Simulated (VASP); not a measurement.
# In3Ga5As5P3 (P1) in VASP: a series of runs

Runs on In3Ga5As5P3. Level: PBEsol. Tasks: single point.

Program: VASP 6.6.1. These are calculated values, not measurements. Logs are shortened: lines on timing, memory, paths and dates and some standing lists are left out, and cuts for length are marked.

**1. The cell of the first run**

The typed cell holds 16 atoms: a = 11.486 Å, b = 5.743 Å, c = 5.743 Å, α = 90.00°, β = 90.00°, γ = 90.00°.

**2. Single point, PBEsol**

Input file INCAR:

```
  PREC = Accurate
  ENCUT = 520
  EDIFF = 1E-6
  ISMEAR = -1
  SIGMA = 0.05
  LREAL = Auto
  LASPH = T
  NELM = 100
  ALGO = Normal
  ISIF = 2
  LWAVE = F
  LCHARG = F
  GGA = PS
  NBANDS = 86
```

Input file KPOINTS:

```
regular mesh
0
Gamma
  1 1 2
```

Input file POSCAR:

```
In3Ga5As5P3
1.0
   11.4856880000      0.0000000000      0.0000000000
    0.0000000000      5.7428440000      0.0000000000
    0.0000000000      0.0000000000      5.7428440000
In Ga As P
3 5 5 3
Direct
    0.0022380000      0.0097930000      0.9711440000
    0.2447350000      0.5293410000      0.9773680000
    0.2453410000      0.9545600000      0.4952550000
    0.4976820000      0.9984570000      0.0038740000
    0.7549140000      0.5029090000      0.9806700000
    0.7479810000      0.0206050000      0.4908070000
    0.9938530000      0.4955700000      0.4978190000
    0.4997560000      0.4702260000      0.4977260000
    0.1225870000      0.2715120000      0.2597550000
    0.6180910000      0.2586420000      0.2538260000
    0.8642730000      0.7625970000      0.2617670000
    0.8844730000      0.2845450000      0.7544960000
    0.1097230000      0.7511400000      0.7469820000
    0.3853620000      0.7429880000      0.2828620000
    0.3796820000      0.2251700000      0.7370450000
    0.6211040000      0.7085630000      0.7498210000
```

Potentials or basis: VASP PAW PBE potentials, release 64 (In_d, Ga_d, As, P).

Started as:

```
> cat potpaw_PBE.64/In_d/POTCAR potpaw_PBE.64/Ga_d/POTCAR potpaw_PBE.64/As/POTCAR potpaw_PBE.64/P/POTCAR > POTCAR
> mpirun -np 1 vasp_std > vasp.out
```

OUTCAR:

```text
PREC = Accurate
   ENCUT = 520
   EDIFF = 1E-6
   ISMEAR = -1
   LREAL = Auto
   LASPH = T
   NELM = 100
   ISIF = 2
   GGA = PS

 ion  position               nearest neighbor table
   1  0.002  0.010  0.971-  13 2.32  12 2.42   9 2.63  11 2.70   3 3.92   2 3.92
   2  0.245  0.529  0.977-  13 2.40   9 2.61  14 2.68  15 2.71   3 3.69   3 3.85   1 3.92
   3  0.245  0.955  0.495-  14 2.36  13 2.43  15 2.59   9 2.67   2 3.69   2 3.85   1 3.92
   4  0.498  0.998  0.004-  15 2.42  10 2.49  14 2.53  16 2.63
   5  0.755  0.503  0.981-  12 2.34  16 2.35  11 2.53  10 2.63
   6  0.748  0.021  0.491-  11 2.39  10 2.44  12 2.65  16 2.75
   7  0.994  0.496  0.498-  12 2.28   9 2.39  13 2.44  11 2.53
   8  0.500  0.470  0.498-  10 2.30  14 2.39  15 2.40  16 2.43
   9  0.123  0.272  0.260-   7 2.39   2 2.61   1 2.63   3 2.67
  10  0.618  0.259  0.254-   8 2.30   6 2.44   4 2.49   5 2.63
  11  0.864  0.763  0.262-   6 2.39   7 2.53   5 2.53   1 2.70
  12  0.884  0.285  0.754-   7 2.28   5 2.34   1 2.42   6 2.65
  13  0.110  0.751  0.747-   1 2.32   2 2.40   3 2.43   7 2.44
  14  0.385  0.743  0.283-   3 2.36   8 2.39   4 2.53   2 2.68
  15  0.380  0.225  0.737-   8 2.40   4 2.42   3 2.59   2 2.71
  16  0.621  0.709  0.750-   5 2.35   8 2.43   4 2.63   6 2.75

  LATTYP: Found a simple tetragonal cell.
 ALAT       =     5.7428440000
 C/A-ratio  =     2.0000000000

  Lattice vectors:

 A1 = (   0.0000000000,   5.7428440000,   0.0000000000)
 A2 = (   0.0000000000,   0.0000000000,   5.7428440000)
 A3 = (  11.4856880000,   0.0000000000,   0.0000000000)

Analysis of symmetry for initial positions (statically):
=====================================================================
 Subroutine PRICEL returns:
 Original cell was already a primitive cell.

 Routine SETGRP: Setting up the symmetry group for a
 simple tetragonal supercell.

 Subroutine GETGRP returns: Found  1 space group operations
 (whereof  1 operations were pure point group operations)
 out of a pool of 16 trial point group operations.

The static configuration has the point symmetry C_1 .

Analysis of symmetry for dynamics (positions and initial velocities):
=====================================================================
 Subroutine PRICEL returns:
 Original cell was already a primitive cell.

 Routine SETGRP: Setting up the symmetry group for a
 simple tetragonal supercell.

 Subroutine GETGRP returns: Found  1 space group operations
 (whereof  1 operations were pure point group operations)
 out of a pool of 16 trial point group operations.

The dynamic configuration has the point symmetry C_1 .

 Subroutine INISYM returns: Found  1 space group operations
 (whereof  1 operations are pure point group operations),
 and found     1 'primitive' translations

----------------------------------------------------------------------------------------

                                     Primitive cell

  volume of cell :     378.8009

  direct lattice vectors                    reciprocal lattice vectors
    11.485688000  0.000000000  0.000000000     0.087064876  0.000000000  0.000000000
     0.000000000  5.742844000  0.000000000     0.000000000  0.174129752  0.000000000
     0.000000000  0.000000000  5.742844000     0.000000000  0.000000000  0.174129752

  length of vectors
    11.485688000  5.742844000  5.742844000     0.087064876  0.174129752  0.174129752

  position of ions in fractional coordinates (direct lattice)
     0.002238000  0.009793000  0.971144000
     0.244735000  0.529341000  0.977368000
     0.245341000  0.954560000  0.495255000
     0.497682000  0.998457000  0.003874000
     0.754914000  0.502909000  0.980670000
     0.747981000  0.020605000  0.490807000
[... 8 lines left out ...]
     0.379682000  0.225170000  0.737045000
     0.621104000  0.708563000  0.749821000

  ion indices of the primitive-cell ions
   primitive index   ion index
                 1           1
                 2           2
                 3           3
                 4           4
                 5           5
                 6           6
[... 8 lines left out ...]
                15          15
                16          16

----------------------------------------------------------------------------------------

 KPOINTS: regular mesh

Automatic generation of k-mesh.
 Grid dimensions read from file:
 generate k-points for:    1    1    2

 Generating k-lattice:

  Cartesian coordinates                     Fractional coordinates (reciprocal lattice)
     0.087064876  0.000000000  0.000000000     1.000000000  0.000000000  0.000000000
     0.000000000  0.174129752  0.000000000     0.000000000  1.000000000  0.000000000
     0.000000000  0.000000000  0.087064876     0.000000000  0.000000000  0.500000000

  Length of vectors
     0.087064876  0.174129752  0.087064876

  Shift w.r.t. Gamma in fractional coordinates (k-lattice)
     0.000000000  0.000000000  0.000000000

 WARNING: IBZKPT: internal override: KBLOWUP is changed to .FALSE.
      ... skipping the blow-up phase ...

 Subroutine IBZKPT returns following result:
 ===========================================

 Found      2 irreducible k-points:

 Following reciprocal coordinates:
            Coordinates               Weight
  0.000000  0.000000  0.000000      1.000000
  0.000000  0.000000  0.500000      1.000000
   k-points           NKPTS =      2   k-points in BZ     NKDIM =      2   number of bands    NBANDS=     86
   number of dos      NEDOS =    301   number of ions     NIONS =     16
   total plane-waves  NPLWV = 207360
   dimension x,y,z NGX =    90 NGY =   48 NGZ =   48
   dimension x,y,z NGXF=   180 NGYF=   96 NGZF=   96
   ions per type =               3   5   5   3
   NGX,Y,Z   is equivalent  to a cutoff of  13.03, 13.90, 13.90 a.u.
   NGXF,Y,Z  is equivalent  to a cutoff of  26.05, 27.79, 27.79 a.u.
 SYSTEM =  unknown system
   PREC   = accura    normal or accurate (medium, high low for compatibility)
   ISTART =      0    job   : 0-new  1-cont  2-samecut
   ICHARG =      2    charge: 1-file 2-atom 10-const
   ISPIN  =      1    spin polarized calculation?
   LNONCOLLINEAR =      F non collinear calculations
   LSORBIT =      F    spin-orbit coupling
   LASPH  =      T    aspherical Exc in radial PAW
   ENCUT  =  520.0 eV  38.22 Ry    6.18 a.u.  21.36 10.68 10.68*2*pi/ulx,y,z
   NELM   =    100;   NELMIN=  2; NELMDL= -5     # of ELM steps
   EDIFF  = 0.1E-05   stopping-criterion for ELM
   LREAL  =      T    real-space projection
   EDIFFG = 0.1E-04   stopping-criterion for IOM
   NSW    =      0    number of steps for IOM
   IBRION =     -1    ionic relax: 0-MD 1-quasi-New 2-CG
   NFREE  =      0    steps in history (QN), initial steepest desc. (CG)
   ISIF   =      2    stress and relaxation
   ISYM   =      2    0-nonsym 1-usesym 2-fastsym
   POTIM  = 0.5000    time-step for ionic-motion
   TEBEG  =    0.0;   TEEND  =   0.0 temperature during run
   PSTRESS=    0.0 pullay stress
   NELECT =     144.0000    total number of electrons
   NUPDOWN=      -1.0000    fix difference up-down
   EMIN   =  10.00;   EMAX   =-10.00  energy-range for DOS
   EFERMI =   0.00;   METHOD = LEGACY
   ISMEAR =    -1;   SIGMA  =   0.05  broadening in eV -4-tet -1-fermi 0-gaus
   EFERMI_NEDOS =   21; number of points for ismear=-14 and -15
   IALGO  =     38    algorithm
   IMIX   =      4    mixing-type and parameters
     AMIX     =   0.40;   BMIX     =  1.00
     AMIX_MAG =   1.60;   BMIX_MAG =  1.00
  volume/ion in A,a.u.               =      23.68       159.77
  Fermi-wavevector in a.u.,A,eV,Ry     =   1.185929  2.241081 19.135605  1.406427
  Thomas-Fermi vector in A             =   2.322112
   LORBIT       =      0    0 simple, 1 ext, 2 COOP (PROOUT), +10 PAW based schemes
   GGA     = PS    functional components
   LHFCALC =     F    Hartree Fock is set to
   AEXX    =    0.0000 exact exchange contribution
   IVDW    =     0    specifies the selected vdW correction
   LEPSILON=     F    determine dielectric tensor
   LRPA    =     F    only Hartree local field effects (RPA)
 non-spin polarized calculation
  energy-cutoff  :      520.00
  volume of cell :      378.80
 maximum number of plane-waves:     10215
 NGX is ok and might be reduce to    90
   NGX = 43   NGY = 21   NGZ = 21

 number of electron     144.0000018 magnetization

 Free energy of the ion-electron system (eV)
  ---------------------------------------------------
  ext. energy  EPLUGINS =         0.00000000
  ---------------------------------------------------
  free energy    TOTEN  =       -69.49367091 eV

  energy without entropy =      -69.44972959  energy(sigma->0) =      -69.47170025

 E-fermi :   4.6082     XC(G=0):  -9.6189

 val. band max:        4.5212907557   @ k =   0.0000   0.0000   0.0000
 cond. band min:       4.6935054748   @ k =   0.0000   0.0000   0.0000
 fundamental gap:      0.1722147191
 Fermi energy:         4.6082334644

 k-point     1 :       0.0000    0.0000    0.0000
  band No.  band energies     occupation
      1     -10.8227      2.00000
      2     -10.7202      2.00000
      3     -10.6199      2.00000
      4     -10.5769      2.00000
      5     -10.5438      2.00000
      6     -10.5394      2.00000
[... 76 lines left out ...]
     83       7.3844      0.00000
     84       7.9033      0.00000

 k-point     2 :       0.0000    0.0000    0.5000
  band No.  band energies     occupation
      1     -10.8137      2.00000
      2     -10.7084      2.00000
      3     -10.6208      2.00000
      4     -10.5858      2.00000
      5     -10.5438      2.00000
      6     -10.5392      2.00000
[... 76 lines left out ...]
     83       8.6724      0.00000
     84       8.8260      0.00000
 [bands above 84 left out]

------------------------ aborting loop because EDIFF is reached ----------------------------------------

  FORCE on cell =-STRESS in cart. coord.  units (eV):
  Direction    XX          YY          ZZ          XY          YZ          ZX
  --------------------------------------------------------------------------------------
  -------------------------------------------------------------------------------------
  Total        2.4590071     13.7104308      1.1141503     -6.3704034     -0.0152843     -4.9251785
  in kB       10.4006218     57.9896691      4.7124126    -26.9442726     -0.0646464    -20.8315463
  external PRESSURE =      24.3675678 kB  Pullay stress =       0.0000000 kB

 VOLUME and BASIS-vectors are now :
 -----------------------------------------------------------------------------
  energy-cutoff  :      520.00
  volume of cell :      378.80
      direct lattice vectors                 reciprocal lattice vectors
    11.485688000  0.000000000  0.000000000     0.087064876  0.000000000  0.000000000
     0.000000000  5.742844000  0.000000000     0.000000000  0.174129752  0.000000000
     0.000000000  0.000000000  5.742844000     0.000000000  0.000000000  0.174129752

 POSITION                                       TOTAL-FORCE (eV/Angst)
 -----------------------------------------------------------------------------------
      0.02570      0.05624      5.57713        -1.033115      0.911504      2.990342
      2.81095      3.03992      5.61287         2.256057     -1.591176      1.312569
      2.81791      5.48189      2.84417         0.361472      2.233446     -0.188751
      5.71622      5.73398      0.02225         0.145240     -0.806665     -0.245567
      8.67071      2.88813      5.63183        -1.023050      0.717187      1.050100
      8.59108      0.11833      2.81863        -0.527309     -0.383510      1.009583
[... 8 lines left out ...]
      4.36091      1.29312      4.23273        -0.089123      0.402906      0.533933
      7.13381      4.06917      4.30611        -0.132291      1.405174     -0.113659
 -----------------------------------------------------------------------------------
    total drift:                                0.013262     -0.001193     -0.028164

  FREE ENERGIE OF THE ION-ELECTRON SYSTEM (eV)
  ---------------------------------------------------
  free  energy   TOTEN  =       -69.4936709092 eV

  energy  without entropy=      -69.4497295863  energy(sigma->0) =      -69.47170025
```

Run time: 2.8 min. Hardware: 1 thread of Intel Xeon Platinum 8175M at 2.50GHz (Skylake/Cascade Lake), shared host; peak memory 0.48 GiB.

What came out:

```
Free energy            : -69.4937 eV
Pressure               : 2.4 GPa
Largest force          : 3.292 eV/Å
Band gap on the k mesh : 0.17 eV
```

Forces on the atoms (eV/Å):
```
In  -1.033  0.912  2.990
In   2.256 -1.591  1.313
In   0.361  2.233 -0.189
Ga   0.145 -0.807 -0.246
Ga  -1.023  0.717  1.050
Ga  -0.527 -0.384  1.010
Ga   0.106  0.994 -1.100
Ga  -0.670  0.849  1.119
As   0.171 -0.428  0.039
As   1.194 -0.617 -1.284
As   0.621 -0.497 -0.478
As  -1.949 -0.767 -0.977
As  -0.318 -1.680 -1.854
P    0.888 -0.744 -1.813
P   -0.089  0.403  0.534
P   -0.132  1.405 -0.114
```

Caveat: the k points lie up to 1.09 Å⁻¹ apart, too coarse for converged energies, forces and pressures; semilocal functionals underestimate gaps, and a narrow one can read as zero; the PAW data sets were made with another functional, which shifts forces and pressure a little; spin-orbit coupling is left out, which moves the levels of the heavy elements.

**3. Single point, PBEsol**

Input file INCAR:

```
SYSTEM = In3Ga5As5P3
  PREC = Accurate
  ENCUT = 520
  EDIFF = 1E-6
  ISMEAR = -1
  SIGMA = 0.05
  LREAL = Auto
  LASPH = .True.
  NELM = 80
  ALGO = Normal
  ISIF = 2
  LWAVE = .False.
  LCHARG = .True.
  GGA = PS
  LELF = .True.
  LVHAR = .True.
  NBANDS = 86
```

Input file KPOINTS:

```
Automatic mesh
0
Gamma
  2 2 2
  0.5 0.5 0.5
```

POSCAR is that of step 2.

Potentials or basis: VASP PAW PBE potentials, release 64 (In_d, Ga_d, As, P).

Started as:

```
> cat potpaw_PBE.64/In_d/POTCAR potpaw_PBE.64/Ga_d/POTCAR potpaw_PBE.64/As/POTCAR potpaw_PBE.64/P/POTCAR > POTCAR
> mpirun -np 1 vasp_std > vasp.out
```

Run time: 5.2 min. Hardware: 1 thread of Intel Xeon Platinum 8175M at 2.50GHz (Skylake/Cascade Lake), shared host; peak memory 0.5 GiB.

It converged, with:

```
Free energy            : -70.0398 eV
Pressure               : 2.1 GPa
Largest force          : 3.390 eV/Å
Band gap on the k mesh : 1.64 eV (least direct gap 1.67 eV)
```

Forces in eV/Å, atoms in the order of the input:
```
In  -1.070  0.870  3.097
In   2.296 -1.483  1.369
In   0.369  2.166 -0.201
Ga   0.165 -0.795 -0.136
Ga  -1.065  0.644  1.187
Ga  -0.547 -0.340  1.122
Ga   0.087  1.094 -1.059
Ga  -0.628  0.849  1.147
As   0.243 -0.571 -0.076
As   1.228 -0.672 -1.450
As   0.565 -0.622 -0.658
As  -2.044 -0.868 -0.964
As  -0.202 -1.650 -1.837
P    0.857 -0.716 -2.085
P   -0.203  0.456  0.639
P   -0.051  1.637 -0.096
```

Stress tensor (GPa, compression positive):
```
 1.81 -2.76 -2.02
-2.76  2.22  0.16
-2.02  0.16  2.24
```

Levels at points of the mesh, in eV from the valence-band top:
```
           k point  band 68  band 69  band 70  band 71  band 72  band 73  band 74  band 75  band 76  band 77
(0.25, 0.25, 0.25)    -1.28    -0.91    -0.66    -0.46     0.00     1.67     2.00     2.14     2.31     2.38
```

Caveat: the k points lie up to 0.55 Å⁻¹ apart; the PAW data sets were made with another functional, which shifts forces and pressure a little; spin-orbit coupling is left out, which moves the levels of the heavy elements; a shifted mesh leaves out Γ, where band edges can lie. A k mesh can miss the band edges.

[end of part 1 of 2]
